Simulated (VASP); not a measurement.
# TiTe2 (P-3m1) in VASP: further runs

Runs on TiTe2. Level: PBE. Tasks: single point.

Program: VASP 6.6.1. These are calculated values, not measurements. Logs are shortened: lines on timing, memory, paths and dates and some standing lists are left out, and cuts for length are marked.

## Step 1: The cell of the first run

Symmetry: P-3m1, No. 164, trigonal system. Conventional cell: a = 3.356 Å, b = 3.356 Å, c = 5.912 Å, α = 90.00°, β = 90.00°, γ = 120.00°. Te (site symmetry 3m) has 3 Ti at 2.61 Å and 9 Te at 3.09 to 3.36 Å within 3.4 Å. Within 3.4 Å of Ti (site symmetry -3m) lie 6 Te at 2.61 Å and 6 Ti at 3.36 Å.

## Step 2: Single point, PBE

File INCAR:

```
SYSTEM = TiTe2
  ALGO = Normal
  EDIFF = 1E-6
  ENCUT = 520
  GGA = PE
  ISIF = 2
  ISMEAR = -1
  LASPH = .True.
  LCHARG = .True.
  LELF = .True.
  LREAL = .False.
  LVHAR = .True.
  LWAVE = .False.
  NBANDS = 19
  NELM = 60
  PREC = Accurate
  SIGMA = 0.05
```

File KPOINTS:

```
k-points
0
Gamma
  8 8 4
  0 0 0
```

File POSCAR:

```
TiTe2
1.0
    3.3558882111      0.0000000000      0.0000000000
   -1.6779441056      2.9062844431      0.0000000000
    0.0000000000      0.0000000000      5.9115229787
Te Ti
2 1
Direct
    0.3333333333      0.6666666667      0.7040084225
    0.6666666667      0.3333333333      0.2959915775
    0.0000000000      0.0000000000      0.0000000000
```

Potentials or basis: VASP PAW PBE potentials, release 64 (Te, Ti_sv).

Run with:

```console
$ cat potpaw_PBE.64/Te/POTCAR potpaw_PBE.64/Ti_sv/POTCAR > POTCAR
$ mpirun -np 1 vasp_std > vasp.out
```

OUTCAR:

```text
SYSTEM = TiTe2
   EDIFF = 1E-6
   ENCUT = 520
   GGA = PE
   ISIF = 2
   ISMEAR = -1
   LASPH = .True.
   LREAL = .False.
   NELM = 60
   PREC = Accurate

 ion  position               nearest neighbor table
   1  0.333  0.667  0.704-   3 2.61   3 2.61   3 2.61   2 3.09   2 3.09   2 3.09
   2  0.667  0.333  0.296-   3 2.61   3 2.61   3 2.61   1 3.09   1 3.09   1 3.09
   3  0.000  0.000  0.000-   1 2.61   2 2.61   2 2.61   1 2.61   2 2.61   1 2.61

  LATTYP: Found a hexagonal cell.
 ALAT       =     3.3558882111
 C/A-ratio  =     1.7615375146

  Lattice vectors:

 A1 = (   3.3558882111,   0.0000000000,   0.0000000000)
 A2 = (  -1.6779441056,   2.9062844431,   0.0000000000)
 A3 = (   0.0000000000,   0.0000000000,   5.9115229787)

Analysis of symmetry for initial positions (statically):
=====================================================================
 Subroutine PRICEL returns:
 Original cell was already a primitive cell.

 Routine SETGRP: Setting up the symmetry group for a
 hexagonal supercell.

 Subroutine GETGRP returns: Found 12 space group operations
 (whereof 12 operations were pure point group operations)
 out of a pool of 24 trial point group operations.

The static configuration has the point symmetry D_3d.

Analysis of symmetry for dynamics (positions and initial velocities):
=====================================================================
 Subroutine PRICEL returns:
 Original cell was already a primitive cell.

 Routine SETGRP: Setting up the symmetry group for a
 hexagonal supercell.

 Subroutine GETGRP returns: Found 12 space group operations
 (whereof 12 operations were pure point group operations)
 out of a pool of 24 trial point group operations.

The dynamic configuration has the point symmetry D_3d.

 Subroutine INISYM returns: Found 12 space group operations
 (whereof 12 operations are pure point group operations),
 and found     1 'primitive' translations

----------------------------------------------------------------------------------------

                                     Primitive cell

  volume of cell :      57.6561

  direct lattice vectors                    reciprocal lattice vectors
     3.355888211  0.000000000  0.000000000     0.297983704  0.172040972  0.000000000
    -1.677944106  2.906284443  0.000000000     0.000000000  0.344081944  0.000000000
     0.000000000  0.000000000  5.911522979     0.000000000  0.000000000  0.169161146

  length of vectors
     3.355888211  3.355888211  5.911522979     0.344081944  0.344081944  0.169161146

  position of ions in fractional coordinates (direct lattice)
     0.333333333  0.666666667  0.704008423
     0.666666667  0.333333333  0.295991577
     0.000000000  0.000000000  0.000000000

  ion indices of the primitive-cell ions
   primitive index   ion index
                 1           1
                 2           2
                 3           3

----------------------------------------------------------------------------------------

 KPOINTS: k-points

Automatic generation of k-mesh.
 Grid dimensions read from file:
 generate k-points for:    8    8    4

 Generating k-lattice:

  Cartesian coordinates                     Fractional coordinates (reciprocal lattice)
     0.037247963  0.021505121  0.000000000     0.125000000  0.000000000  0.000000000
     0.000000000  0.043010243  0.000000000     0.000000000  0.125000000  0.000000000
     0.000000000  0.000000000  0.042290286     0.000000000  0.000000000  0.250000000

  Length of vectors
     0.043010243  0.043010243  0.042290286

  Shift w.r.t. Gamma in fractional coordinates (k-lattice)
     0.000000000  0.000000000  0.000000000

 Subroutine IBZKPT returns following result:
 ===========================================

 Found     35 irreducible k-points:

 Following reciprocal coordinates:
            Coordinates               Weight
  0.000000  0.000000  0.000000      1.000000
  0.125000  0.000000  0.000000      6.000000
  0.250000  0.000000  0.000000      6.000000
  0.375000  0.000000  0.000000      6.000000
  0.500000  0.000000  0.000000      3.000000
  0.125000  0.125000  0.000000      6.000000
[... 16 lines left out ...]
 -0.125000  0.500000  0.250000     12.000000
  0.250000  0.250000  0.250000     12.000000
 [... further k-points ...]
   k-points           NKPTS =     35   k-points in BZ     NKDIM =     35   number of bands    NBANDS=     19
   number of dos      NEDOS =    301   number of ions     NIONS =      3
   total plane-waves  NPLWV =  37632
   dimension x,y,z NGX =    28 NGY =   28 NGZ =   48
   dimension x,y,z NGXF=    56 NGYF=   56 NGZF=   96
   ions per type =               2   1
   NGX,Y,Z   is equivalent  to a cutoff of  13.87, 13.87, 13.50 a.u.
   NGXF,Y,Z  is equivalent  to a cutoff of  27.74, 27.74, 27.00 a.u.
 SYSTEM =  TiTe2
   PREC   = accura    normal or accurate (medium, high low for compatibility)
   ISTART =      0    job   : 0-new  1-cont  2-samecut
   ICHARG =      2    charge: 1-file 2-atom 10-const
   ISPIN  =      1    spin polarized calculation?
   LNONCOLLINEAR =      F non collinear calculations
   LSORBIT =      F    spin-orbit coupling
   LASPH  =      T    aspherical Exc in radial PAW
   ENCUT  =  520.0 eV  38.22 Ry    6.18 a.u.   6.24  6.24 10.99*2*pi/ulx,y,z
   NELM   =     60;   NELMIN=  2; NELMDL= -5     # of ELM steps
   EDIFF  = 0.1E-05   stopping-criterion for ELM
   LREAL  =      F    real-space projection
   EDIFFG = 0.1E-04   stopping-criterion for IOM
   NSW    =      0    number of steps for IOM
   IBRION =     -1    ionic relax: 0-MD 1-quasi-New 2-CG
   NFREE  =      0    steps in history (QN), initial steepest desc. (CG)
   ISIF   =      2    stress and relaxation
   ISYM   =      2    0-nonsym 1-usesym 2-fastsym
   POTIM  = 0.5000    time-step for ionic-motion
   TEBEG  =    0.0;   TEEND  =   0.0 temperature during run
   PSTRESS=    0.0 pullay stress
   NELECT =      24.0000    total number of electrons
   NUPDOWN=      -1.0000    fix difference up-down
   EMIN   =  10.00;   EMAX   =-10.00  energy-range for DOS
   EFERMI =   0.00;   METHOD = LEGACY
   ISMEAR =    -1;   SIGMA  =   0.05  broadening in eV -4-tet -1-fermi 0-gaus
   EFERMI_NEDOS =   21; number of points for ismear=-14 and -15
   IALGO  =     38    algorithm
   IMIX   =      4    mixing-type and parameters
     AMIX     =   0.40;   BMIX     =  1.00
     AMIX_MAG =   1.60;   BMIX_MAG =  1.00
  volume/ion in A,a.u.               =      19.22       129.69
  Fermi-wavevector in a.u.,A,eV,Ry     =   1.222354  2.309914 20.329128  1.494149
  Thomas-Fermi vector in A             =   2.357504
   LORBIT       =      0    0 simple, 1 ext, 2 COOP (PROOUT), +10 PAW based schemes
   GGA     = PE    functional components
   LHFCALC =     F    Hartree Fock is set to
   AEXX    =    0.0000 exact exchange contribution
   IVDW    =     0    specifies the selected vdW correction
   LEPSILON=     F    determine dielectric tensor
   LRPA    =     F    only Hartree local field effects (RPA)
 non-spin polarized calculation
  energy-cutoff  :      520.00
  volume of cell :       57.66
 maximum number of plane-waves:      1581
 NGX is ok and might be reduce to    28
   NGX = 13   NGY = 13   NGZ = 21

 number of electron      24.0000001 magnetization

 Free energy of the ion-electron system (eV)
  ---------------------------------------------------
  ext. energy  EPLUGINS =         0.00000000
  ---------------------------------------------------
  free energy    TOTEN  =       -14.64268639 eV

  energy without entropy =      -14.62973149  energy(sigma->0) =      -14.63620894

 E-fermi :  11.5889     XC(G=0): -11.5280

 val. band max:       11.5843115045   @ k =   0.0000   0.3750   0.2500
 cond. band min:      11.5943339098   @ k =   0.2500   0.0000   0.2500
 fundamental gap:      0.0100224053
 Fermi energy:        11.5889441082

 k-point     1 :       0.0000    0.0000    0.0000
  band No.  band energies     occupation
      1     -45.1573      2.00000
      2     -21.5295      2.00000
      3     -21.4379      2.00000
      4     -21.4379      2.00000
      5      -3.5149      2.00000
      6      -0.4075      2.00000
[... 11 lines left out ...]
     18      17.4224      0.00000
     19      19.9253      0.00000

 k-point     2 :       0.1250    0.0000    0.0000
  band No.  band energies     occupation
      1     -45.1548      2.00000
      2     -21.5231      2.00000
      3     -21.4623      2.00000
      4     -21.4433      2.00000
      5      -3.2454      2.00000
      6      -0.2453      2.00000
[... 11 lines left out ...]
     18      18.1061      0.00000
     19      19.6121      0.00000

 k-point     3 :       0.2500    0.0000    0.0000
  band No.  band energies     occupation
      1     -45.1488      2.00000
      2     -21.5215      2.00000
      3     -21.5071      2.00000
      4     -21.4563      2.00000
      5      -2.4613      2.00000
      6       0.1862      2.00000
[... 11 lines left out ...]
     18      17.1847      0.00000
     19      18.6626      0.00000

 k-point     4 :       0.3750    0.0000    0.0000
  band No.  band energies     occupation
      1     -45.1428      2.00000
      2     -21.5790      2.00000
      3     -21.4921      2.00000
      4     -21.4693      2.00000
      5      -1.2694      2.00000
      6       0.5967      2.00000
[... 11 lines left out ...]
     18      16.7133      0.00000
     19      17.9658      0.00000

 k-point     5 :       0.5000    0.0000    0.0000
  band No.  band energies     occupation
      1     -45.1403      2.00000
      2     -21.6028      2.00000
      3     -21.4857      2.00000
      4     -21.4747      2.00000
      5      -0.2546      2.00000
      6       0.4077      2.00000
[... 11 lines left out ...]
     18      16.5146      0.00000
     19      17.4539      0.00000
[... 334 lines left out ...]
      2     -21.5532      2.00000
      3     -21.4972      2.00000
      4     -21.4741      2.00000
      5      -1.5726      2.00000
      6       0.1981      2.00000
[... 11 lines left out ...]
     18      17.7337      0.00000
     19      18.0172      0.00000

 k-point    22 :       0.3750    0.1250    0.2500
  band No.  band energies     occupation
      1     -45.1403      2.00000
      2     -21.5894      2.00000
      3     -21.4887      2.00000
      4     -21.4855      2.00000
      5      -0.5216      2.00000
      6       0.7835      2.00000
[... 11 lines left out ...]
     18      17.3724      0.00000
     19      18.0607      0.00000

 k-point    23 :      -0.1250    0.5000    0.2500
  band No.  band energies     occupation
      1     -45.1403      2.00000
      2     -21.5894      2.00000
      3     -21.4887      2.00000
      4     -21.4855      2.00000
      5      -0.3965      2.00000
      6       0.5340      2.00000
[... 11 lines left out ...]
     18      17.0313      0.00000
     19      18.0070      0.00000

 k-point    24 :       0.2500    0.2500    0.2500
  band No.  band energies     occupation
      1     -45.1403      2.00000
      2     -21.5708      2.00000
      3     -21.5072      2.00000
      4     -21.4857      2.00000
      5      -0.5707      2.00000
      6       0.7190      2.00000
[... 11 lines left out ...]
     18      17.1603      0.00000
     19      18.4101      0.00000

 [... further k-points ...]
[... 5 lines left out ...]
  --------------------------------------------------------------------------------------
  -------------------------------------------------------------------------------------
  Total       10.7454562     10.7454562     10.7444819     -0.0000000      0.0000000      0.0000000
  in kB      298.6004486    298.6004486    298.5733748     -0.0000000      0.0000000      0.0000000
  external PRESSURE =     298.5914240 kB  Pullay stress =       0.0000000 kB

 VOLUME and BASIS-vectors are now :
 -----------------------------------------------------------------------------
  energy-cutoff  :      520.00
  volume of cell :       57.66
      direct lattice vectors                 reciprocal lattice vectors
     3.355888211  0.000000000  0.000000000     0.297983704  0.172040972  0.000000000
    -1.677944106  2.906284443  0.000000000     0.000000000  0.344081944  0.000000000
     0.000000000  0.000000000  5.911522979     0.000000000  0.000000000  0.169161146

 POSITION                                       TOTAL-FORCE (eV/Angst)
 -----------------------------------------------------------------------------------
     -0.00000      1.93752      4.16176        -0.000000      0.000000     -0.006727
      1.67794      0.96876      1.74976         0.000000     -0.000000      0.006727
      0.00000      0.00000      0.00000        -0.000000      0.000000      0.000000
 -----------------------------------------------------------------------------------
    total drift:                               -0.000000      0.000000      0.000000

  FREE ENERGIE OF THE ION-ELECTRON SYSTEM (eV)
  ---------------------------------------------------
  free  energy   TOTEN  =       -14.6426863933 eV

  energy  without entropy=      -14.6297314864  energy(sigma->0) =      -14.63620894
```

It took 38 s on 1 thread of Intel Xeon Platinum 8488C (Sapphire Rapids), shared host; peak memory 0.2 GiB.

What came out:

* Free energy: -14.6427 eV
* Pressure: 29.9 GPa
* Largest force: 0.007 eV/Å
* Band gap on the k mesh: zero (band 12 reaches 12.28 eV, above the bottom of band 13 at 11.25 eV)

Forces on the atoms (eV/Å):
```
Te   0.000  0.000 -0.007
Te   0.000  0.000  0.007
Ti   0.000  0.000  0.000
```

Levels at points of the mesh, in eV from the Fermi level:
```
           k point  band 10  band 11  band 12  band 13  band 14  band 15
(0.00, 0.00, 0.00)    -0.33     0.69     0.69     1.67     2.40     2.40
(0.50, 0.00, 0.00)    -3.12    -1.67    -1.62    -0.34     2.06     2.13
(0.00, 0.00, 0.50)    -1.20     0.66     0.66     1.28     1.28     1.75
(0.50, 0.00, 0.50)    -2.62    -1.07    -0.57     0.24     2.05     2.54
```

Caveat: spin-orbit coupling is left out, which moves the levels of the heavy elements.

(Continued in part 2 of 2.)
